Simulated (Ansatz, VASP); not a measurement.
# Hf2TiTe5: VASP beside Ansatz

INCAR

```
PREC     = Accurate       # precision mode
ENCUT    = 600            # plane-wave cutoff, eV
EDIFF    = 1E-7           # SCF threshold, eV
ISMEAR   = 0              # smearing method
SIGMA    = 0.2            # smearing width, eV
LREAL    = False          # projectors in reciprocal space
LASPH    = True           # aspherical terms in the spheres
NELM     = 80             # most SCF steps
ALGO     = Normal         # electronic algorithm
ISIF     = 3              # what is computed and relaxed
LWAVE    = False          # write WAVECAR
LCHARG   = False          # write CHGCAR
GGA      = PE             # functional
IBRION   = 2              # ionic algorithm
NSW      = 36             # ionic steps
EDIFFG   = -0.08          # ionic threshold
```

File KPOINTS:

```
regular mesh
0
Gamma
  5 5 1
```

Contents of POSCAR:

```
Hf2TiTe5
1.0
    3.9500000000      0.0000000000      0.0000000000
   -1.9750000000      3.4208003400      0.0000000000
    0.0000000000      0.0000000000     16.0000000000
Hf Ti Te
2 1 5
Direct
    0.6666666700      0.3333333300      0.3950000000
    0.3333333300      0.6666666700      0.0000000000
    0.0000000000      0.0000000000      0.6050000000
    0.3333333300      0.6666666700      0.5000000000
    0.6666666700      0.3333333300      0.7100000000
    0.0000000000      0.0000000000      0.2900000000
    0.6666666700      0.3333333300      0.1080000000
    0.0000000000      0.0000000000      0.8920000000
```

Input for Ansatz:

```yaml
crystal:
  lattice:
    - [3.95, 0.0, 0.0]
    - [-1.975, 3.42080034, 0.0]
    - [0.0, 0.0, 16.0]
  atoms:
    - { symbol: Hf, position: [0.66666667, 0.33333333, 0.395] }
    - { symbol: Hf, position: [0.33333333, 0.66666667, 0.0] }
    - { symbol: Ti, position: [0.0, 0.0, 0.605] }
    - { symbol: Te, position: [0.33333333, 0.66666667, 0.5] }
    - { symbol: Te, position: [0.66666667, 0.33333333, 0.71] }
    - { symbol: Te, position: [0.0, 0.0, 0.29] }
    - { symbol: Te, position: [0.66666667, 0.33333333, 0.108] }
    - { symbol: Te, position: [0.0, 0.0, 0.892] }
basis:
  ecutwfc: 420
kpoints:
  mp_grid: { grid: [5, 5, 1] }
hamiltonian:
  xc: pbe
scf:
  occupations: { method: gaussian, width: 0.2 }
  lower_state_search: "off"
output:
  forces: true
  stress: true
  eigenvalues: true
relax:
  adjacent_minimum: "off"
  f_tol: 0.08
  max_steps: 16
  cell: { stress_tol: 0.8 }
```

Alike in both runs: task relaxation of cell and atoms; functional PBE; k mesh 5 × 5 × 1; occupations gaussian, width 0.2 eV; no spin polarisation.

|  | VASP | Ansatz |
| --- | --- | --- |
| version | VASP 6.6.1 | Ansatz 0.2.0 |
| potentials or method | VASP PAW PBE potentials, release 64 (Hf_pv, Ti_sv, Te), cutoff 600 eV | scalar-relativistic, plane waves, PAW |
| valence electrons in the cell | 62 | 144 |

```csv
,VASP,Ansatz,Ansatz less VASP
relaxed volume (Å³/atom),30.22,29.82,-0.402
relaxed cell length with the largest relative difference (Å),17.718,17.354,-0.3642
```

VASP's potentials hold 62 valence electrons a cell and Ansatz's 144, so a difference there can come from the potentials and not from the codes.

The k mesh is coarse, so the values compare programs but aren't converged. Neither program's run includes spin-orbit coupling.
